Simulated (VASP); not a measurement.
A run of VASP 6.6.1 is set up as follows.

INCAR

```
SYSTEM = KF
PREC = Accurate
ENCUT = 520
EDIFF = 1E-6
ISMEAR = 1
SIGMA = 0.018
LREAL = .FALSE.
LASPH = .TRUE.
NELM = 100
ALGO = Normal
ISIF = 2
LWAVE = .FALSE.
LCHARG = .TRUE.
GGA = CA
LELF = .TRUE.
LVHAR = .TRUE.
NBANDS = 15
```

Contents of KPOINTS:

```
Automatic mesh
0
G
  2 2 2
  0 0 0
```

POSCAR

```
KF
1.0
    0.0000000000      2.6544134050      2.6544134050
    2.6544134050      0.0000000000      2.6544134050
    2.6544134050      2.6544134050      0.0000000000
K F
1 1
Direct
    0.0000000000      0.0000000000      0.0000000000
    0.5000000000      0.5000000000      0.5000000000
```

Potentials or basis: VASP PAW LDA potentials, release 64 (K_sv, F).

Command:

```sh
$ cat potpaw_LDA.64/K_sv/POTCAR potpaw_LDA.64/F/POTCAR > POTCAR
$ mpirun -np 1 vasp_std > vasp.out
```

Question: Predict the band gap on the k mesh.

Answer: 5.86 eV, direct.

Question: Estimate the pressure.

Answer: -2.8 GPa.

Caveat: the k points lie up to 1.02 Å⁻¹ apart. A hybrid or GW would open this gap; LDA tends to underestimate it.
